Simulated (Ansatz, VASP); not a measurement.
CdS in VASP and in Ansatz

```
Cd S
1.0
     4.13480    0.00000    0.00000
    -2.06740    3.58084    0.00000
     0.00000    0.00000    6.81649
Cd S
2 2
Cartesian
  0.0000 2.3872 0.0000
  2.0674 1.1936 3.4082
  0.0000 2.3872 2.6243
  2.0674 1.1936 6.0326
```

Change from the starting cell: zz strain of +1 %.

Alike in both runs: task single point; functional PBE; k mesh 7 × 7 × 4; occupations fermi-dirac, width 0.01 eV; no spin polarisation.

|  | VASP | Ansatz |
| --- | --- | --- |
| version | VASP 6.6.1 | Ansatz 0.2.0 |
| potentials or method | VASP PAW PBE potentials, release 64 (Cd, S), cutoff 520 eV | all-electron LAPW, scalar-relativistic |

|  | VASP | Ansatz | Ansatz less VASP |
| --- | --- | --- | --- |
| gap on the k mesh at the Fermi level (eV) | 1.20 | 1.19 | -0.002 |
| pressure (GPa) | 2.3 | 2.0 | -0.31 |
| traceless stress, the component that is largest in VASP (GPa) | -2.07 | -2.01 | +0.060 |
| rms of the force components (eV/Å) | 0.183 | 0.177 | -0.0055 |

Atom by atom the forces differ by 0.006 eV/Å (rms over components). Ansatz ran all-electron here, and VASP with PAW potentials.
